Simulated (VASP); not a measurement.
Write the native input for VASP 6.6.1 that does the following.

```yaml
Task: single point
Functional: PBE0
Potentials_or_basis: VASP PAW PBE potentials, release 64 (Pb_d, Te)
Cutoff: 520 eV
k_mesh: 4 × 4 × 4
Occupations: gaussian, width 0.01 eV
Spin: no spin polarisation
Dipole_correction: no
Grid_for_exact_exchange_PRECFOCK: Normal
Further_INCAR_settings: ALGO = Normal; EDIFF = 1e-07; NBANDS = 17
```

Crystal: TePb.

```xyz
2
Lattice="0.0000 3.6415 3.6415 3.6415 0.0000 3.6415 3.6415 3.6415 0.0000" Properties=species:S:1:pos:R:3 pbc="T T T"
Pb    0.0000    0.0000    0.0000
Te    1.8207    1.8207    1.8207
```

These files were run (other wordings do the same):

POSCAR

```
TePb
1.0
    0.0000000000      3.6414940830      3.6414940830
    3.6414940830      0.0000000000      3.6414940830
    3.6414940830      3.6414940830      0.0000000000
Pb Te
1 1
Direct
    0.0000000000      0.0000000000      0.0000000000
    0.2500000000      0.2500000000      0.2500000000
```

INCAR.step1

```
ALGO = Normal ; EDIFF = 1E-5
ENCUT = 520 ; GGA = PE
ISIF = 2 ; ISMEAR = 0
LASPH = T ; LREAL = F
LWAVE = T ; NBANDS = 17
NELM = 80 ; PREC = Accurate
SIGMA = 0.01
```

INCAR.step2

```
AEXX = 0.25 ; ALGO = Normal
EDIFF = 1E-7 ; ENCUT = 520
GGA = PE ; ISIF = 2
ISMEAR = 0 ; ISTART = 1
LASPH = T ; LCHARG = T
LELF = T ; LHFCALC = T
LREAL = F ; LVHAR = T
LWAVE = F ; NBANDS = 17
NELM = 80 ; PREC = Accurate
PRECFOCK = Normal ; SIGMA = 0.01
```

KPOINTS

```
k-points
0
Gamma
  4 4 4
```

Potentials or basis: VASP PAW PBE potentials, release 64 (Pb_d, Te).

The run is started by

```console
$ cat potpaw_PBE.64/Pb_d/POTCAR potpaw_PBE.64/Te/POTCAR > POTCAR
$ cp INCAR.step1 INCAR
$ mpirun -np 1 vasp_std > vasp.out
$ cp INCAR.step2 INCAR
$ mpirun -np 1 vasp_std > vasp.out
```

It gave:

The pressure is -0.2 GPa and the band gap on the k mesh is 1.60 eV, indirect (least direct gap 2.28 eV).

Caveat: the PAW data sets were made with another functional, which shifts forces and pressure a little; spin-orbit coupling is left out, which moves the levels of the heavy elements.

Wall time 32 min on 1 thread of AMD EPYC 7R13, with other jobs on the host, peak memory 0.27 GiB.
